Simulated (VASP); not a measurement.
Input of a VASP 6.6.1 run:

Contents of INCAR:

```
SYSTEM = Si2I
PREC = Accurate
ENCUT = 520
EDIFF = 1E-7
ISMEAR = 0
SIGMA = 0.1
LREAL = .False.
LASPH = .True.
NELM = 100
ALGO = Normal
ISIF = 2
LWAVE = .False.
LCHARG = .False.
GGA = PE
NBANDS = 24
```

Contents of KPOINTS:

```
Automatic mesh
0
Gamma
  8 8 8
  0 0 0
```

Contents of POSCAR:

```
Si2I
1.0
   -2.5465224191      2.5465224191      5.4665610270
    2.5465224191     -2.5465224191      5.4665610270
    2.5465224191      2.5465224191     -5.4665610270
Si I
4 2
Direct
    0.7499126339      0.2499126339      0.9998252678
    0.2499126339      0.2500873661      0.5000000000
    0.2500873661      0.7500873661      0.0001747322
    0.7500873661      0.7499126339      0.5000000000
    0.2500000000      0.2500000000      0.0000000000
    0.7500000000      0.7500000000      0.0000000000
```

Potentials or basis: VASP PAW PBE potentials, release 64 (Si, I).

Run with:

```console
$ cat potpaw_PBE.64/Si/POTCAR potpaw_PBE.64/I/POTCAR > POTCAR
$ mpirun -np 1 vasp_std > vasp.out
```

Question: What does it give for the pressure?

Answer: 0.0 GPa.

Question: Estimate the band gap on the k mesh.

Answer: Zero (band 15 reaches 7.55 eV, above the bottom of band 16 at 5.34 eV).

Caveat: spin-orbit coupling is left out, which moves the levels of the heavy elements.
